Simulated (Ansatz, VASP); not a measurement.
## One calculation of Cu3Au4, two programs

```
Cu Au
1.0
     5.08425    0.00000    0.00000
     0.00000    5.08425    0.00000
     0.00000    0.00000    5.08425
Cu Au
3 4
Direct
  0.50000 0.50000 0.00000
  0.00000 0.50000 0.50000
  0.50000 0.00000 0.50000
  0.50000 0.50000 0.50000
  0.50000 0.00000 0.00000
  0.00000 0.50000 0.00000
  0.00000 0.00000 0.50000
```

Change from the starting cell: species swapped into the W3N4 type (Pm-3m, No. 221).

Alike in both runs: functional PBE; k mesh 4 × 4 × 4; occupations gaussian, width 0.1 eV; no spin polarisation.

Ansatz relaxed the structure, and its values are those at the end. VASP's run is a single point on that final structure, the one shown.

|  | VASP | Ansatz |
| --- | --- | --- |
| version | VASP 6.6.1 | Ansatz 0.2.0 |
| potentials or method | VASP PAW PBE potentials, release 64 (Cu, Au), cutoff 600 eV | scalar-relativistic, plane waves, PAW |
| valence electrons in the cell | 77 | 133 |

Ansatz gave:

```
gap on the k mesh at the Fermi level (eV) : none
pressure (GPa)                            : 0.3
```

Problem. What did VASP give for the same quantities?

Solution. gap on the k mesh at the Fermi level (eV): none; pressure (GPa): 0.4.

A gap of «none» marks a metal or a gap that the smearing closes. With one functional, cell and mesh, what is left measures potentials, basis and numerics. VASP's potentials hold 77 valence electrons a cell and Ansatz's 133, so a difference there can come from the potentials and not from the codes.

Spin-orbit coupling is off throughout.
